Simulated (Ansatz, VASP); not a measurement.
**One calculation of BaTiO3, two programs**

```
Ba Ti O
1.0
     2.83995    1.63964    2.33128
    -2.83995    1.63964    2.33128
     0.00000   -3.27929    2.33128
Ba Ti O
1 1 3
Direct
  0.00126 0.00126 0.00126
  0.51472 0.51472 0.51472
  0.48824 0.97865 0.48824
  0.48824 0.48824 0.97865
  0.97865 0.48824 0.48824
```

Alike in both runs: task single point; functional r2SCAN; k mesh 6 × 6 × 6; no spin polarisation.

|  | VASP | Ansatz |
| --- | --- | --- |
| version | VASP 6.6.1 | Ansatz 0.2.0 |
| potentials or method | VASP PAW PBE potentials, release 64 (Ba_sv, Ti_sv, O) | plane waves, PAW |
| plane-wave cutoff (eV) | 520 | 500 |
| occupations | gaussian, width 0.01 eV | fixed |
| valence electrons in the cell | 40 | 40 |

Ansatz gave:

| Item | Value |
| --- | --- |
| gap on the k mesh at the Fermi level (eV) | 2.87 |
| pressure (GPa) | 0.0 |
| traceless stress, the component that is largest in VASP (GPa) | 0.00 |
| rms of the force components (eV/Å) | 0.000 |

**Question.** Estimate VASP's values.

**Answer.** gap on the k mesh at the Fermi level (eV): 2.85; pressure (GPa): 1.9; traceless stress, the component that is largest in VASP (GPa): -0.10; rms of the force components (eV/Å): 0.065.

VASP's potentials were made for PBE, not for r2SCAN. Atom by atom the forces differ by 0.064 eV/Å (rms over components).

Neither program's run includes spin-orbit coupling.
